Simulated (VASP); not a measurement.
# PbF2 (Fm-3m) in VASP: settings compared

PbF2 is run at these levels: PBE, PBEsol, LDA; tasks: single point.

Program: VASP 6.6.1. These are calculated values, not measurements. Logs are shortened: lines on timing, memory, paths and dates and some standing lists are left out, and cuts for length are marked.

### Step 1. The cell of the first run

Symmetry: Fm-3m, No. 225, cubic system. The conventional cell has a = 6.001 Å, b = 6.001 Å, c = 6.001 Å, α = 90.00°, β = 90.00°, γ = 90.00°. Pb (site symmetry m-3m) has 8 F at 2.60 Å within 3.4 Å. Within 3.4 Å of F (site symmetry -43m) lie 4 Pb at 2.60 Å and 6 F at 3.00 Å.

### Step 2. Single point, PBE (18.01 Å³/atom)

INCAR

```
SYSTEM = PbF2
  ALGO = Normal
  EDIFF = 1E-7
  ENCUT = 520
  GGA = PE
  ISIF = 2
  ISMEAR = 0
  LASPH = .TRUE.
  LCHARG = .FALSE.
  LREAL = .FALSE.
  LWAVE = .FALSE.
  NBANDS = 21
  NELM = 80
  PREC = Accurate
  SIGMA = 0.05
```

KPOINTS

```
k-points
0
G
  10 10 10
  0 0 0
```

POSCAR

```
PbF2
1.0
    0.0000000000      3.0003645022      3.0003645022
    3.0003645022      0.0000000000      3.0003645022
    3.0003645022      3.0003645022      0.0000000000
Pb F
1 2
Direct
    0.0000000000      0.0000000000      0.0000000000
    0.2500000000      0.2500000000      0.2500000000
    0.7500000000      0.7500000000      0.7500000000
```

Potentials or basis: VASP PAW PBE potentials, release 64 (Pb_d, F).

Started as:

```bash
$ cat potpaw_PBE.64/Pb_d/POTCAR potpaw_PBE.64/F/POTCAR > POTCAR
$ mpirun -np 1 vasp_std > vasp.out
```

OUTCAR:

```text
SYSTEM = PbF2
   EDIFF = 1E-7
   ENCUT = 520
   GGA = PE
   ISIF = 2
   ISMEAR = 0
   LASPH = .TRUE.
   LREAL = .FALSE.
   NELM = 80
   PREC = Accurate

 ion  position               nearest neighbor table
   1  0.000  0.000  0.000-   3 2.60   3 2.60   3 2.60   2 2.60   3 2.60   2 2.60   2 2.60   2 2.60

   2  0.250  0.250  0.250-   1 2.60   1 2.60   1 2.60   1 2.60
   3  0.750  0.750  0.750-   1 2.60   1 2.60   1 2.60   1 2.60

  LATTYP: Found a face centered cubic cell.
 ALAT       =     6.0007290044

  Lattice vectors:

 A1 = (   0.0000000000,   3.0003645022,   3.0003645022)
 A2 = (   3.0003645022,   0.0000000000,   3.0003645022)
 A3 = (   3.0003645022,   3.0003645022,   0.0000000000)

Analysis of symmetry for initial positions (statically):
=====================================================================
 Subroutine PRICEL returns:
 Original cell was already a primitive cell.

 Routine SETGRP: Setting up the symmetry group for a
 face centered cubic supercell.

 Subroutine GETGRP returns: Found 48 space group operations
 (whereof 48 operations were pure point group operations)
 out of a pool of 48 trial point group operations.

The static configuration has the point symmetry O_h .

Analysis of symmetry for dynamics (positions and initial velocities):
=====================================================================
 Subroutine PRICEL returns:
 Original cell was already a primitive cell.

 Routine SETGRP: Setting up the symmetry group for a
 face centered cubic supercell.

 Subroutine GETGRP returns: Found 48 space group operations
 (whereof 48 operations were pure point group operations)
 out of a pool of 48 trial point group operations.

The dynamic configuration has the point symmetry O_h .

 Subroutine INISYM returns: Found 48 space group operations
 (whereof 48 operations are pure point group operations),
 and found     1 'primitive' translations

----------------------------------------------------------------------------------------

                                     Primitive cell

  volume of cell :      54.0197

  direct lattice vectors                    reciprocal lattice vectors
     0.000000000  3.000364502  3.000364502    -0.166646419  0.166646419  0.166646419
     3.000364502  0.000000000  3.000364502     0.166646419 -0.166646419  0.166646419
     3.000364502  3.000364502  0.000000000     0.166646419  0.166646419 -0.166646419
[... 83 lines left out ...]
   LASPH  =      T    aspherical Exc in radial PAW
   ENCUT  =  520.0 eV  38.22 Ry    6.18 a.u.   7.89  7.89  7.89*2*pi/ulx,y,z
   NELM   =     80;   NELMIN=  2; NELMDL= -5     # of ELM steps
   EDIFF  = 0.1E-06   stopping-criterion for ELM
   LREAL  =      F    real-space projection
   EDIFFG = 0.1E-05   stopping-criterion for IOM
   NSW    =      0    number of steps for IOM
   IBRION =     -1    ionic relax: 0-MD 1-quasi-New 2-CG
   NFREE  =      0    steps in history (QN), initial steepest desc. (CG)
   ISIF   =      2    stress and relaxation
   ISYM   =      2    0-nonsym 1-usesym 2-fastsym
   POTIM  = 0.5000    time-step for ionic-motion
   TEBEG  =    0.0;   TEEND  =   0.0 temperature during run
   PSTRESS=    0.0 pullay stress
   NELECT =      28.0000    total number of electrons
   NUPDOWN=      -1.0000    fix difference up-down
   EMIN   =  10.00;   EMAX   =-10.00  energy-range for DOS
   EFERMI =   0.00;   METHOD = LEGACY
   ISMEAR =     0;   SIGMA  =   0.05  broadening in eV -4-tet -1-fermi 0-gaus
   EFERMI_NEDOS =   21; number of points for ismear=-14 and -15
   IALGO  =     38    algorithm
   IMIX   =      4    mixing-type and parameters
     AMIX     =   0.40;   BMIX     =  1.00
     AMIX_MAG =   1.60;   BMIX_MAG =  1.00
  volume/ion in A,a.u.               =      18.01       121.51
  Fermi-wavevector in a.u.,A,eV,Ry     =   1.315054  2.485091 23.529456  1.729366
  Thomas-Fermi vector in A             =   2.445263
   LORBIT       =      0    0 simple, 1 ext, 2 COOP (PROOUT), +10 PAW based schemes
   GGA     = PE    functional components
   LHFCALC =     F    Hartree Fock is set to
   AEXX    =    0.0000 exact exchange contribution
   IVDW    =     0    specifies the selected vdW correction
   LEPSILON=     F    determine dielectric tensor
   LRPA    =     F    only Hartree local field effects (RPA)
 non-spin polarized calculation
 Gauss-broadening in eV      SIGMA  =   0.05
  energy-cutoff  :      520.00
  volume of cell :       54.02
 maximum number of plane-waves:      1476
   NGX = 15   NGY = 15   NGZ = 15

 number of electron      28.0000030 magnetization

 Free energy of the ion-electron system (eV)
  ---------------------------------------------------
  ext. energy  EPLUGINS =         0.00000000
  ---------------------------------------------------
  free energy    TOTEN  =       -14.35100344 eV

  energy without entropy =      -14.35100344  energy(sigma->0) =      -14.35100344

 E-fermi :   1.6604     XC(G=0):  -9.2235

 val. band max:        1.4377622983   @ k =  -0.3000   0.4000   0.2000
 cond. band min:       5.8635235918   @ k =   0.5000   0.5000   0.0000
 fundamental gap:      4.4257612935
 Fermi energy:         1.6604070793

 k-point     1 :       0.0000    0.0000    0.0000
  band No.  band energies     occupation
      1     -19.3590      2.00000
      2     -18.8014      2.00000
      3     -12.9563      2.00000
      4     -12.9563      2.00000
      5     -12.9563      2.00000
      6     -12.9143      2.00000
[... 565 lines left out ...]
     20      17.2434      0.00000
     21      18.4376      0.00000

 [... further k-points ...]

------------------------ aborting loop because EDIFF is reached ----------------------------------------

  FORCE on cell =-STRESS in cart. coord.  units (eV):
  Direction    XX          YY          ZZ          XY          YZ          ZX
  --------------------------------------------------------------------------------------
  -------------------------------------------------------------------------------------
  Total       -0.0685985     -0.0685985     -0.0685985      0.0000000      0.0000000      0.0000000
  in kB       -2.0345721     -2.0345721     -2.0345721      0.0000000      0.0000000      0.0000000
  external PRESSURE =      -2.0345721 kB  Pullay stress =       0.0000000 kB

 VOLUME and BASIS-vectors are now :
 -----------------------------------------------------------------------------
  energy-cutoff  :      520.00
  volume of cell :       54.02
      direct lattice vectors                 reciprocal lattice vectors
     0.000000000  3.000364502  3.000364502    -0.166646419  0.166646419  0.166646419
     3.000364502  0.000000000  3.000364502     0.166646419 -0.166646419  0.166646419
     3.000364502  3.000364502  0.000000000     0.166646419  0.166646419 -0.166646419

 POSITION                                       TOTAL-FORCE (eV/Angst)
 -----------------------------------------------------------------------------------
      0.00000      0.00000      0.00000        -0.000000     -0.000000     -0.000000
      1.50018      1.50018      1.50018         0.000000      0.000000      0.000000
      4.50055      4.50055      4.50055        -0.000000     -0.000000      0.000000
 -----------------------------------------------------------------------------------
    total drift:                                0.000000     -0.000000      0.000000

  FREE ENERGIE OF THE ION-ELECTRON SYSTEM (eV)
  ---------------------------------------------------
  free  energy   TOTEN  =       -14.3510034391 eV

  energy  without entropy=      -14.3510034391  energy(sigma->0) =      -14.35100344
```

stdout:

```text
POSCAR found type information on POSCAR PbF
 POSCAR found :  2 types and       3 ions
 scaLAPACK will be used
 LDA part: xc-table for (Slater+PW92), standard interpolation
 POSCAR, INCAR and KPOINTS ok, starting setup
 FFT: planning ... GRIDC
 FFT: planning ... GRID_SOFT
 FFT: planning ... GRID
 WAVECAR not read
 entering main loop
```

Wall time 37 s (1 thread of AMD EPYC 7R43 (Zen 3), shared host); peak memory 0.17 GiB.

Results:

```
Free energy            : -14.3510 eV
Pressure               : -0.2 GPa
Band gap on the k mesh : 4.43 eV (least direct gap 4.56 eV)
```

Caveat: spin-orbit coupling is left out, which moves the levels of the heavy elements.

### Step 3. Single point, PBEsol

INCAR

```
SYSTEM = PbF2
PREC = Accurate ; ENCUT = 520
EDIFF = 1E-7 ; ISMEAR = 0
SIGMA = 0.05 ; LREAL = .False.
LASPH = .True. ; NELM = 80
ALGO = Normal ; ISIF = 2
LWAVE = .False. ; LCHARG = .False.
GGA = PS ; NBANDS = 21
```

KPOINTS

```
regular mesh
0
Gamma
  10 10 10
  0 0 0
```

POSCAR is that of step 2.

Potentials or basis: VASP PAW PBE potentials, release 64 (Pb_d, F).

Started as:

```bash
$ cat potpaw_PBE.64/Pb_d/POTCAR potpaw_PBE.64/F/POTCAR > POTCAR
$ mpirun -np 1 vasp_std > vasp.out
```

Wall time 36 s (1 thread of AMD EPYC 7R43 (Zen 3), shared host); peak memory 0.16 GiB.

Results (log left out):

| Quantity | Value |
| --- | --- |
| Free energy | -14.9073 eV |
| Pressure | -3.7 GPa |
| Band gap on the k mesh | 4.31 eV (least direct gap 4.46 eV) |

Levels at points of the mesh, in eV from the valence-band top:
| k point | band 12 | band 13 | band 14 | band 15 | band 16 | band 17 |
| --- | --- | --- | --- | --- | --- | --- |
| (0.00, 0.00, 0.00) | -1.75 | -1.75 | -1.75 | 6.64 | 6.64 | 6.64 |
| (0.50, 0.00, 0.00) | -1.92 | -1.92 | 0.00 | 4.95 | 7.47 | 7.47 |
| (0.50, 0.50, 0.00) | -1.35 | -1.34 | -0.15 | 4.31 | 7.69 | 7.69 |

Caveat: the cell stands under tension; the PAW data sets were made with another functional, which shifts forces and pressure a little; spin-orbit coupling is left out, which moves the levels of the heavy elements.

### Step 4. Single point, LDA

INCAR

```
ALGO = Normal
EDIFF = 1E-6
ENCUT = 520
ISIF = 2
ISMEAR = 0
LASPH = True
LCHARG = False
LREAL = False
LWAVE = False
NBANDS = 21
NELM = 80
PREC = Accurate
SIGMA = 0.05
```

KPOINTS

```
k-points
0
Gamma
  10 10 10
```

POSCAR is that of step 3.

Potentials or basis: VASP PAW LDA potentials, release 64 (Pb_d, F).

Started as:

```bash
$ cat potpaw_LDA.64/Pb_d/POTCAR potpaw_LDA.64/F/POTCAR > POTCAR
$ mpirun -np 1 vasp_std > vasp.out
```

Run time: 33 s. Hardware: 1 thread of AMD EPYC 7R43 (Zen 3), shared host; peak memory 0.15 GiB.

The run converged. Its results:

```
Free energy            : -15.8496 eV
Pressure               : -6.7 GPa
Band gap on the k mesh : 4.22 eV (least direct gap 4.38 eV)
```

Levels at points of the mesh, in eV from the valence-band top:
```csv
k point,band 10,band 11,band 12,band 13,band 14,band 15,band 16,band 17,band 18,band 19
"(0.00, 0.00, 0.00)",-2.27,-2.27,-1.77,-1.77,-1.77,6.54,6.54,6.54,10.17,14.75
"(0.50, 0.00, 0.00)",-2.46,-2.46,-1.95,-1.95,0.00,4.83,7.39,7.39,12.76,13.35
"(0.50, 0.50, 0.00)",-3.32,-1.37,-1.37,-1.36,-0.15,4.22,7.61,7.61,8.62,13.79
```

Caveat: the cell stands under tension; spin-orbit coupling is left out, which moves the levels of the heavy elements.

### Step 5. Single point, PBE (18.37 Å³/atom)

This run uses another cell than the first one, of 18.37 Å³/atom.

INCAR

```
SYSTEM = PbF2
PREC     = Accurate       ! precision mode
ENCUT    = 520            ! plane-wave cutoff, eV
EDIFF    = 1E-6           ! SCF threshold, eV
ISMEAR   = 0              ! smearing method
SIGMA    = 0.05           ! smearing width, eV
LREAL    = .FALSE.        ! projectors in reciprocal space
LASPH    = .TRUE.         ! aspherical terms in the spheres
NELM     = 60             ! most SCF steps
ALGO     = Normal         ! electronic algorithm
ISIF     = 2              ! what is computed and relaxed
LWAVE    = .FALSE.        ! write WAVECAR
LCHARG   = .FALSE.        ! write CHGCAR
GGA      = PE             ! functional
NBANDS   = 21             ! bands
```

KPOINTS

```
regular mesh
0
G
  10 10 10
  0 0 0
```

POSCAR

```
PbF2
1.0
    0.0000000000      3.0202350449      3.0202350449
    3.0202350449      0.0000000000      3.0202350449
    3.0202350449      3.0202350449      0.0000000000
Pb F
1 2
Direct
    0.0000000000      0.0000000000      0.0000000000
    0.2500000000      0.2500000000      0.2500000000
    0.7500000000      0.7500000000      0.7500000000
```

Potentials or basis: VASP PAW PBE potentials, release 64 (Pb_d, F).

Started as:

```bash
$ cat potpaw_PBE.64/Pb_d/POTCAR potpaw_PBE.64/F/POTCAR > POTCAR
$ mpirun -np 1 vasp_std > vasp.out
```

OUTCAR:

```text
SYSTEM = PbF2
   PREC = Accurate
   ENCUT = 520
   EDIFF = 1E-6
   ISMEAR = 0
   LREAL = .FALSE.
   LASPH = .TRUE.
   NELM = 60
   ISIF = 2
   GGA = PE

 ion  position               nearest neighbor table
   1  0.000  0.000  0.000-   3 2.62   3 2.62   3 2.62   2 2.62   3 2.62   2 2.62   2 2.62   2 2.62

   2  0.250  0.250  0.250-   1 2.62   1 2.62   1 2.62   1 2.62
   3  0.750  0.750  0.750-   1 2.62   1 2.62   1 2.62   1 2.62

  LATTYP: Found a face centered cubic cell.
 ALAT       =     6.0404700898

[... 768 lines left out ...]

  FORCE on cell =-STRESS in cart. coord.  units (eV):
  Direction    XX          YY          ZZ          XY          YZ          ZX
  --------------------------------------------------------------------------------------
  -------------------------------------------------------------------------------------
  Total       -0.5021788     -0.5021788     -0.5021788      0.0000000      0.0000000      0.0000000
  in kB      -14.6021488    -14.6021488    -14.6021488      0.0000000      0.0000000      0.0000000
  external PRESSURE =     -14.6021488 kB  Pullay stress =       0.0000000 kB

 VOLUME and BASIS-vectors are now :
 -----------------------------------------------------------------------------
  energy-cutoff  :      520.00
  volume of cell :       55.10
      direct lattice vectors                 reciprocal lattice vectors
     0.000000000  3.020235045  3.020235045    -0.165550029  0.165550029  0.165550029
     3.020235045  0.000000000  3.020235045     0.165550029 -0.165550029  0.165550029
     3.020235045  3.020235045  0.000000000     0.165550029  0.165550029 -0.165550029

 POSITION                                       TOTAL-FORCE (eV/Angst)
 -----------------------------------------------------------------------------------
      0.00000      0.00000      0.00000        -0.000000     -0.000000      0.000000
      1.51012      1.51012      1.51012        -0.000000     -0.000000     -0.000000
      4.53035      4.53035      4.53035         0.000000      0.000000      0.000000
 -----------------------------------------------------------------------------------
    total drift:                                0.000000     -0.000000      0.000000

  FREE ENERGIE OF THE ION-ELECTRON SYSTEM (eV)
  ---------------------------------------------------
  free  energy   TOTEN  =       -14.3472509516 eV

  energy  without entropy=      -14.3472509516  energy(sigma->0) =      -14.34725095
```

stdout:

```text
POSCAR found type information on POSCAR PbF
 POSCAR found :  2 types and       3 ions
 scaLAPACK will be used
 LDA part: xc-table for (Slater+PW92), standard interpolation
 POSCAR, INCAR and KPOINTS ok, starting setup
 FFT: planning ... GRIDC
 FFT: planning ... GRID_SOFT
 FFT: planning ... GRID
 WAVECAR not read
 entering main loop
```

Run time: 38 s. Hardware: 1 thread of AMD EPYC 7R43 (Zen 3), shared host; peak memory 0.17 GiB.

Results:

* Free energy: -14.3473 eV
* Pressure: -1.5 GPa
* Band gap on the k mesh: 4.41 eV (least direct gap 4.56 eV)

Levels at points of the mesh, in eV from the valence-band top:
```
           k point  band 12  band 13  band 14  band 15  band 16  band 17
(0.00, 0.00, 0.00)    -1.64    -1.64    -1.64     6.70     6.70     6.70
(0.50, 0.00, 0.00)    -1.81    -1.81     0.00     5.02     7.48     7.48
(0.50, 0.50, 0.00)    -1.26    -1.25    -0.14     4.41     7.68     7.68
```

Caveat: spin-orbit coupling is left out, which moves the levels of the heavy elements. A k mesh can miss the band edges.

### Step 6. Single point, PBE (18.73 Å³/atom)

This run uses another cell than the first one, of 18.73 Å³/atom.

INCAR

```
PREC = Accurate
ENCUT = 520
EDIFF = 1E-7
ISMEAR = 0
SIGMA = 0.05
LREAL = False
LASPH = True
NELM = 80
ALGO = Normal
ISIF = 2
LWAVE = False
LCHARG = False
GGA = PE
NBANDS = 21
```

KPOINTS

```
Automatic mesh
0
Gamma
  10 10 10
```

POSCAR

```
PbF2
1.0
    0.0000000000      3.0398475103      3.0398475103
    3.0398475103      0.0000000000      3.0398475103
    3.0398475103      3.0398475103      0.0000000000
Pb F
1 2
Direct
    0.0000000000      0.0000000000      0.0000000000
    0.2500000000      0.2500000000      0.2500000000
    0.7500000000      0.7500000000      0.7500000000
```

Potentials or basis: VASP PAW PBE potentials, release 64 (Pb_d, F).

Started as:

```bash
$ cat potpaw_PBE.64/Pb_d/POTCAR potpaw_PBE.64/F/POTCAR > POTCAR
$ mpirun -np 1 vasp_std > vasp.out
```

It took 41 s on 1 thread of AMD EPYC 7R43 (Zen 3), shared host; peak memory 0.17 GiB.

The run converged. Its results:

* Free energy: -14.3354 eV
* Pressure: -2.6 GPa
* Band gap on the k mesh: 4.39 eV (least direct gap 4.55 eV)

Levels at points of the mesh, in eV from the valence-band top:
| k point | band 10 | band 11 | band 12 | band 13 | band 14 | band 15 | band 16 | band 17 | band 18 | band 19 |
| --- | --- | --- | --- | --- | --- | --- | --- | --- | --- | --- |
| (0.00, 0.00, 0.00) | -2.02 | -2.02 | -1.55 | -1.55 | -1.55 | 6.66 | 6.66 | 6.66 | 10.41 | 14.95 |
| (0.50, 0.00, 0.00) | -2.17 | -2.17 | -1.72 | -1.72 | 0.00 | 5.00 | 7.40 | 7.40 | 13.07 | 13.58 |
| (0.50, 0.50, 0.00) | -2.96 | -1.18 | -1.18 | -1.16 | -0.15 | 4.39 | 7.60 | 7.60 | 9.09 | 13.86 |

Caveat: spin-orbit coupling is left out, which moves the levels of the heavy elements.

### Step 7. The runs side by side

| level | potentials or basis | cell | gap on the mesh (eV) | pressure (GPa) |
| --- | --- | --- | --- | --- |
| PBE | VASP PAW PBE potentials, release 64 (Pb_d, F) | a = 4.243 Å, angles 60.0°, 3 atoms | 4.43 | -0.2 |
| PBEsol | VASP PAW PBE potentials, release 64 (Pb_d, F) | a = 4.243 Å, angles 60.0°, 3 atoms | 4.31 | -3.7 |
| LDA | VASP PAW LDA potentials, release 64 (Pb_d, F) | a = 4.243 Å, angles 60.0°, 3 atoms | 4.22 | -6.7 |
| PBE | VASP PAW PBE potentials, release 64 (Pb_d, F) | a = 4.271 Å, angles 60.0°, 3 atoms | 4.41 | -1.5 |
| PBE | VASP PAW PBE potentials, release 64 (Pb_d, F) | a = 4.299 Å, angles 60.0°, 3 atoms | 4.39 | -2.6 |

Alike in all rows: task single point; no spin polarisation; k mesh 10 × 10 × 10; cutoff (eV) 520; smearing gaussian 0.05 eV.

Caveats: spin-orbit coupling is left out, which moves the levels of the heavy elements; the cell stands under tension (at least some runs); the PAW data sets were made with another functional, which shifts forces and pressure a little (at least some runs).

Total energies depend on the potentials used, so only differences within one code and one set of settings carry meaning.
